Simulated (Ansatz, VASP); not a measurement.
## ScCoC4N4 in VASP and in Ansatz

Contents of INCAR:

```
PREC = Accurate
ENCUT = 520
EDIFF = 1E-6
ISMEAR = 0
SIGMA = 0.1
LREAL = F
LASPH = T
NELM = 150
ALGO = Normal
ISIF = 2
LWAVE = F
LCHARG = T
ISPIN = 2
MAGMOM = 0 3 0 0 0 0 0 0 0 0
LORBIT = 11
LMAXMIX = 4
GGA = PE
LELF = T
LVHAR = T
NBANDS = 43
```

File KPOINTS:

```
Automatic mesh
0
Gamma
  4 4 4
```

File POSCAR:

```
ScCoC4N4
1.0
    6.0125257000      0.0000000000      0.0000000000
    0.0000000000      6.0125257000      0.0000000000
    0.0000000000      0.0000000000      6.0125257000
Sc Co C N
1 1 4 4
Direct
    0.5000000000      0.5000000000      0.5000000000
    0.0000000000      0.0000000000      0.0000000000
    0.1840791200      0.1840791200      0.1840791200
    0.1840791200      0.8159208800      0.8159208800
    0.8159208800      0.1840791200      0.8159208800
    0.8159208800      0.8159208800      0.1840791200
    0.2964278900      0.2964278900      0.2964278900
    0.2964278900      0.7035721100      0.7035721100
    0.7035721100      0.2964278900      0.7035721100
    0.7035721100      0.7035721100      0.2964278900
```

Input for Ansatz:

```yaml
crystal:
  lattice:
    - [6.0125257, 0.0, 0.0]
    - [0.0, 6.0125257, 0.0]
    - [0.0, 0.0, 6.0125257]
  atoms:
    - { symbol: Sc, position: [0.5, 0.5, 0.5] }
    - { symbol: Co, position: [0.0, 0.0, 0.0], spin: 3.0 }
    - { symbol: C, position: [0.18407912, 0.18407912, 0.18407912] }
    - { symbol: C, position: [0.18407912, 0.81592088, 0.81592088] }
    - { symbol: C, position: [0.81592088, 0.18407912, 0.81592088] }
    - { symbol: C, position: [0.81592088, 0.81592088, 0.18407912] }
    - { symbol: "N", position: [0.29642789, 0.29642789, 0.29642789] }
    - { symbol: "N", position: [0.29642789, 0.70357211, 0.70357211] }
    - { symbol: "N", position: [0.70357211, 0.29642789, 0.70357211] }
    - { symbol: "N", position: [0.70357211, 0.70357211, 0.29642789] }
basis:
  ecutwfc: 420
kpoints:
  mp_grid: { grid: [4, 4, 4] }
hamiltonian:
  xc: pbe
scf:
  occupations: { method: gaussian, width: 0.1 }
  lower_state_search: "off"
output:
  forces: true
  stress: true
  eigenvalues: true
  populations: true
magnetization:
  spin_polarized: true
```

Alike in both runs: task single point; functional PBE; k mesh 4 × 4 × 4; occupations gaussian, width 0.1 eV; collinear spin.

|  | VASP | Ansatz |
| --- | --- | --- |
| version | VASP 6.6.1 | Ansatz 0.2.0 |
| potentials or method | VASP PAW PBE potentials, release 64 (Sc_sv, Co, C, N), cutoff 520 eV | scalar-relativistic, plane waves, PAW |
| valence electrons in the cell | 56 | 64 |

```csv
,VASP,Ansatz,Ansatz less VASP
gap on the k mesh at the Fermi level (eV),none,none,-
pressure (GPa),0.1,-0.4,-0.50
rms of the force components (eV/Å),1.059,0.881,-0.1780
net moment per atom (μB),0.20,0.20,0.000
size of the moment on the site where the two differ most (μB),1.68,1.51,-0.170
```

Site moments also hang on the region over which each program counts them. Atom by atom the forces differ by 0.178 eV/Å (rms over components). A gap of «none» marks a metal or a gap that the smearing closes. With one functional, cell and mesh, what is left measures potentials, basis and numerics. VASP's potentials hold 56 valence electrons a cell and Ansatz's 64, so a difference there can come from the potentials and not from the codes.

Noted on VASP's run: the standard files for N, O and F lose accuracy on very short bonds.
